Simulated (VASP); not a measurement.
# Sn: relaxation of cell and atoms with r2SCAN

Sn:

```
Sn
1.0
     6.15114    0.00000    0.00000
    -3.07557    5.32704    0.00000
     0.00000    0.00000    3.77092
Sn
3
Cartesian
  0.0000 0.0000 0.0000
  0.0000 3.5514 1.8855
  3.0756 1.7757 1.8855
```

This isn't the form of Sn at room conditions, which is tetragonal (white tin).

```yaml
Program: VASP 6.6.1
Task: relaxation of cell and atoms
Functional: r2SCAN
Potentials_or_basis: VASP PAW PBE potentials, release 64 (Sn_d)
Cutoff: 600 eV
k_mesh: 3 × 3 × 4
Occupations: gaussian, width 0.1 eV
Spin: no spin polarisation
Dipole_correction: no
Further_INCAR_settings: ALGO = Normal; EDIFF = 1e-07; IBRION = 2; EDIFFG = -0.04; NSW = 90; ISIF = 3
```

```json
{
 "Relaxed volume": "28.23 Å³/atom",
 "Relaxed cell": "a = 5.826 Å, b = 5.826 Å, c = 2.881 Å, α = 90.00°, β = 90.00°, γ = 120.00°",
 "Space group after relaxing (to 0.1 Å)": "P6/mmm (No. 191)",
 "Energy gained by relaxing": "540.1 meV/atom",
 "Ionic steps": "18",
 "Pressure after relaxing": "0.0 GPa",
 "Band gap on the k mesh": "zero (bands 21 and 22 overlap by 4.00 eV)"
}
```

Stress tensor (GPa, compression positive):
```
-0.11  0.00  0.00
 0.00 -0.11  0.00
 0.00  0.00  0.15
```

The path:
```tsv
step	energy change (eV)	largest force (eV/Å)	pressure (GPa)	volume (Å³)
1	0.0000	0.0000	-8.00	123.56
2	-1.3263	0.0000	-2.79	90.33
3	-1.3788	0.0000	-0.27	85.07
4	-1.3792	0.0000	0.10	84.40
5	-1.3924	0.0000	0.23	84.28
6	-1.4450	0.0000	0.26	83.84
7	-1.5347	0.0000	0.81	82.61
8	-0.6053	0.0000	14.98	78.63
9	-1.5931	0.0000	1.33	82.13
10	-1.5967	0.0000	2.32	81.58
11	-1.6041	0.0000	1.83	81.82
12	-1.6082	0.0000	1.66	82.28
13	-1.6083	0.0000	1.74	82.35
14	-1.6137	0.0000	1.19	82.95
15	-1.6198	0.0000	0.24	84.31
16	-1.6201	0.0000	0.00	84.67
17	-1.6201	0.0000	-0.03	84.72
18	-1.6202	0.0000	-0.02	84.69
```

Final structure:
```cif
data_structure
_symmetry_space_group_name_H-M 'P 1'
_symmetry_Int_Tables_number 1
_cell_length_a 5.8263
_cell_length_b 5.8263
_cell_length_c 2.8809
_cell_angle_alpha 90.000
_cell_angle_beta 90.000
_cell_angle_gamma 120.000
_cell_volume 84.69
loop_
_atom_site_label
_atom_site_type_symbol
_atom_site_fract_x
_atom_site_fract_y
_atom_site_fract_z
_atom_site_occupancy
Sn1 Sn 0.00000 0.00000 0.00000 1
Sn2 Sn 0.33333 0.66667 0.50000 1
Sn3 Sn 0.66667 0.33333 0.50000 1
```

Levels at points of the mesh, in eV from the Fermi level:
```csv
k point,band 19,band 20,band 21,band 22,band 23,band 24
"(0.00, 0.00, 0.00)",-3.56,-3.56,-3.50,-3.50,5.19,5.19
"(0.00, 0.00, 0.50)",-2.61,-2.58,-2.36,-0.08,-0.08,1.00
```

Run time: 53 min on 1 thread of Intel Xeon 8259CL, with other jobs on the host, peak memory 0.32 GiB.

Caveat: the k points lie up to 0.55 Å⁻¹ apart in the final cell, too coarse for converged energies and pressures of a metal; the volume moved by over 15 % at a fixed basis, so the end points are rough; the PAW data sets were made with another functional, which shifts forces and pressure a little; spin-orbit coupling is left out, which moves the levels of the heavy elements.
